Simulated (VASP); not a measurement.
# P (Fd-3m) in VASP: further runs, part 2 of 2

VASP 6.6.1.

## (4) Single point, PBEsol (19.55 Å³/atom)

This run uses another cell than the first one, of 19.55 Å³/atom.

Contents of POSCAR:

```
P
1.0
    0.0000000000      2.6937977110      2.6937977110
    2.6937977110      0.0000000000      2.6937977110
    2.6937977110      2.6937977110      0.0000000000
P
2
Direct
   -0.1250000000     -0.1250000000     -0.1250000000
    0.1250000000      0.1250000000      0.1250000000
```

Contents of INCAR.step1:

```
  ALGO = Normal
  EDIFF = 1E-6
  ENCUT = 520
  GGA = PS
  ISIF = 2
  ISMEAR = -1
  LASPH = True
  LCHARG = True
  LREAL = False
  LWAVE = False
  NBANDS = 12
  NELM = 60
  PREC = Accurate
  SIGMA = 0.08
```

Contents of KPOINTS.step1:

```
k-points
0
Gamma
  12 12 12
```

Contents of INCAR.step2:

```
  ALGO = Normal
  EDIFF = 1E-6
  ENCUT = 520
  GGA = PS
  ICHARG = 11
  ISIF = 2
  ISMEAR = -5
  LASPH = True
  LCHARG = False
  LORBIT = 11
  LREAL = False
  LWAVE = False
  NBANDS = 12
  NEDOS = 1001
  NELM = 60
  PREC = Accurate
  SIGMA = 0.08
```

Contents of KPOINTS.step2:

```
k-points
0
Gamma
  18 18 18
```

Potentials or basis: VASP PAW PBE potentials, release 64 (P).

Command:

```sh
$ cat potpaw_PBE.64/P/POTCAR > POTCAR
$ cp INCAR.step1 INCAR
$ cp KPOINTS.step1 KPOINTS
$ mpirun -np 1 vasp_std > vasp.out
$ cp INCAR.step2 INCAR
$ cp KPOINTS.step2 KPOINTS
$ mpirun -np 1 vasp_std > vasp.out
```

OUTCAR:

```text
EDIFF = 1E-6
   ENCUT = 520
   GGA = PS
   ICHARG = 11
   ISIF = 2
   ISMEAR = -5
   LASPH = True
   LORBIT = 11
   LREAL = False
   NELM = 60
   PREC = Accurate

 ion  position               nearest neighbor table
   1  0.875  0.875  0.875-   2 2.33   2 2.33   2 2.33   2 2.33
   2  0.125  0.125  0.125-   1 2.33   1 2.33   1 2.33   1 2.33

  LATTYP: Found a face centered cubic cell.
 ALAT       =     5.3875954220

  Lattice vectors:

 A1 = (   0.0000000000,   2.6937977110,   2.6937977110)
 A2 = (   2.6937977110,   0.0000000000,   2.6937977110)
 A3 = (   2.6937977110,   2.6937977110,   0.0000000000)

Analysis of symmetry for initial positions (statically):
=====================================================================
 Subroutine PRICEL returns:
 Original cell was already a primitive cell.

 Routine SETGRP: Setting up the symmetry group for a
 face centered cubic supercell.

 Subroutine GETGRP returns: Found 48 space group operations
 (whereof 12 operations were pure point group operations)
 out of a pool of 48 trial point group operations.

The static configuration has the point symmetry D_3d.
 The point group associated with its full space group is O_h .

Analysis of symmetry for dynamics (positions and initial velocities):
=====================================================================
 Subroutine PRICEL returns:
 Original cell was already a primitive cell.

 Routine SETGRP: Setting up the symmetry group for a
 face centered cubic supercell.

 Subroutine GETGRP returns: Found 48 space group operations
 (whereof 12 operations were pure point group operations)
 out of a pool of 48 trial point group operations.

The dynamic configuration has the point symmetry D_3d.
 The point group associated with its full space group is O_h .

 Subroutine INISYM returns: Found 48 space group operations
 (whereof 12 operations are pure point group operations),
 and found     1 'primitive' translations

----------------------------------------------------------------------------------------

[... 132 lines left out ...]

 Free energy of the ion-electron system (eV)
  ---------------------------------------------------
  ext. energy  EPLUGINS =         0.00000000
  ---------------------------------------------------
  free energy    TOTEN  =       -10.44280786 eV

  energy without entropy =      -10.44280786  energy(sigma->0) =      -10.44280786

 E-fermi :   6.4663     XC(G=0):  -9.8965

 val. band max:        6.5070029035   @ k =  -0.1667   0.2778   0.1111
 cond. band min:       6.3209333729   @ k =   0.3333   0.2222   0.1111
 fundamental gap:     -0.1860695305
 Fermi energy:         6.4662625394

 k-point     1 :       0.0000    0.0000    0.0000
  band No.  band energies     occupation
      1      -8.9881      2.00000
      2       3.2686      2.00000
      3       3.2686      2.00000
      4       3.2686      2.00000
      5       3.4474      2.00000
      6       6.4484      1.26371
      7       6.4484      0.08114
      8       6.4484      0.05304
      9      12.3487      0.00000
     10      13.1779      0.00000
     11      13.1779      0.00000
     12      16.6481      0.00000
[... 331 lines left out ...]
 k-point    24 :      -0.2222    0.0556    0.0000
  band No.  band energies     occupation
      1      -8.2822      2.00000
      2      -0.9542      2.00000
      3       2.2284      2.00000
      4       2.7550      2.00000
      5       4.8677      2.00000
      6       7.2543      0.00000
      7       7.4959      0.00000
      8       8.9803      0.00000
      9      12.1566      0.00000
     10      12.9953      0.00000
     11      14.0237      0.00000
     12      16.4110      0.00000

 [... further k-points ...]

------------------------ aborting loop because EDIFF is reached ----------------------------------------

  FORCE on cell =-STRESS in cart. coord.  units (eV):
  Direction    XX          YY          ZZ          XY          YZ          ZX
  --------------------------------------------------------------------------------------
  -------------------------------------------------------------------------------------
  Total       -0.0396192     -0.0396192     -0.0396192      0.0000000     -0.0000000      0.0000000
  in kB       -1.6236450     -1.6236450     -1.6236450      0.0000000     -0.0000000      0.0000000
  external PRESSURE =      -1.6236450 kB  Pullay stress =       0.0000000 kB

 VOLUME and BASIS-vectors are now :
 -----------------------------------------------------------------------------
  energy-cutoff  :      520.00
  volume of cell :       39.10
      direct lattice vectors                 reciprocal lattice vectors
     0.000000000  2.693797711  2.693797711    -0.185611562  0.185611562  0.185611562
     2.693797711  0.000000000  2.693797711     0.185611562 -0.185611562  0.185611562
     2.693797711  2.693797711  0.000000000     0.185611562  0.185611562 -0.185611562

 POSITION                                       TOTAL-FORCE (eV/Angst)
 -----------------------------------------------------------------------------------
      4.71415      4.71415      4.71415         0.000000      0.000000      0.000000
      0.67345      0.67345      0.67345        -0.000000     -0.000000     -0.000000
 -----------------------------------------------------------------------------------
    total drift:                                0.000000     -0.000000     -0.000000

  FREE ENERGIE OF THE ION-ELECTRON SYSTEM (eV)
  ---------------------------------------------------
  free  energy   TOTEN  =       -10.4428078577 eV

  energy  without entropy=      -10.4428078577  energy(sigma->0) =      -10.44280786

 total charge

# of ion       s       p       d       tot
------------------------------------------
    1        1.126   1.266   0.000   2.392
    2        1.126   1.266   0.000   2.392
--------------------------------------------------
tot          2.253   2.532   0.000   4.784
```

OUTCAR.step1:

```text
EDIFF = 1E-6
   ENCUT = 520
   GGA = PS
   ISIF = 2
   ISMEAR = -1
[... 584 lines left out ...]
 -----------------------------------------------------------------------------------
      4.71415      4.71415      4.71415        -0.000000     -0.000000      0.000000
      0.67345      0.67345      0.67345         0.000000      0.000000      0.000000
 -----------------------------------------------------------------------------------
    total drift:                                0.000000     -0.000000     -0.000000

  FREE ENERGIE OF THE ION-ELECTRON SYSTEM (eV)
  ---------------------------------------------------
  free  energy   TOTEN  =       -10.4648432941 eV

  energy  without entropy=      -10.4498481310  energy(sigma->0) =      -10.45734571
```

Run time: 1.7 min. Hardware: 1 thread of Intel Xeon 8259CL, shared host; peak memory 0.19 GiB.

What came out:

| Item | Value |
| --- | --- |
| Valence electrons inside the program's atomic spheres | P 2.39 |

Levels at points of the mesh, in eV from the Fermi level:
| k point | band 3 | band 4 | band 5 | band 6 | band 7 | band 8 |
| --- | --- | --- | --- | --- | --- | --- |
| (0.00, 0.00, 0.00) | -3.20 | -3.20 | -3.02 | -0.02 | -0.02 | -0.02 |
| (0.50, 0.00, 0.00) | -4.29 | -4.29 | -2.36 | 1.23 | 1.23 | 5.83 |
| (0.50, 0.50, 0.00) | -5.65 | -5.65 | -1.37 | -1.37 | 6.06 | 6.06 |

Caveat: the PAW data sets were made with another functional, which shifts forces and pressure a little; tetrahedron occupations give inexact forces and stress in metals.
